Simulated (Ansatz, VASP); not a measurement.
## AsSe4: VASP beside Ansatz

```
As Se
1.0
    -4.37061    4.37061    1.72027
     4.37061   -4.37061    1.72027
     4.37061    4.37061   -1.72027
As Se
1 4
Direct
  0.00000 0.00000 0.00000
  0.72142 0.64438 0.36581
  0.27858 0.35562 0.63419
  0.64438 0.27858 0.92296
  0.35562 0.72142 0.07704
```

Change from the starting cell: species swapped into the ScAu4 type (I4/m, No. 87).

Alike in both runs: functional PBE; k mesh 12 × 12 × 12; occupations gaussian, width 0.1 eV; no spin polarisation.

Ansatz relaxed the structure, and its values are those at the end. VASP's run is a single point on that final structure, the one shown.

|  | VASP | Ansatz |
| --- | --- | --- |
| version | VASP 6.6.1 | Ansatz 0.2.0 |
| potentials or method | VASP PAW PBE potentials, release 64 (As, Se), cutoff 520 eV | scalar-relativistic, plane waves, PAW |
| valence electrons in the cell | 29 | 79 |

```tsv
	VASP	Ansatz	Ansatz less VASP
gap on the k mesh at the Fermi level (eV)	none	none	-
pressure (GPa)	0.0	0.0	-0.04
rms of the force components (eV/Å)	0.003	0.001	-0.0025
```

A gap of «none» marks a metal or a gap that the smearing closes. VASP's potentials hold 29 valence electrons a cell and Ansatz's 79, so a difference there can come from the potentials and not from the codes.
